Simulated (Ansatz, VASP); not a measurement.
# Two plane-wave programs on PtSe

```
Pt Se
1.0
     0.00000    2.64397    2.64397
     2.64397    0.00000    2.64397
     2.64397    2.64397    0.00000
Pt Se
1 1
Direct
  0.00000 0.00000 0.00000
  0.50000 0.50000 0.50000
```

Alike in both runs: task electric field gradients; functional r2SCAN; k mesh 11 × 11 × 11; occupations fermi-dirac, width 0.03 eV; no spin polarisation.

|  | VASP | Ansatz |
| --- | --- | --- |
| version | VASP 6.6.1 | Ansatz 0.2.0 |
| potentials or method | VASP PAW PBE potentials, release 64 (Pt, Se) | PAW with Ansatz's default frozen-core files, scalar-relativistic |
| plane-wave cutoff (eV) | 520 | 500 |
| valence electrons in the cell | 16 | 34 |

Ansatz gave:

| Quantity | Value |
| --- | --- |
| pressure (GPa) | -3.1 |

**Question.** Which values does VASP return?

**Answer.** Pressure (GPa): -3.0.

VASP's potentials were made for PBE, not for r2SCAN. With one functional, cell and mesh, what is left measures potentials, basis and numerics. VASP's potentials hold 16 valence electrons a cell and Ansatz's 34, so a difference there can come from the potentials and not from the codes.

Neither program's run includes spin-orbit coupling.
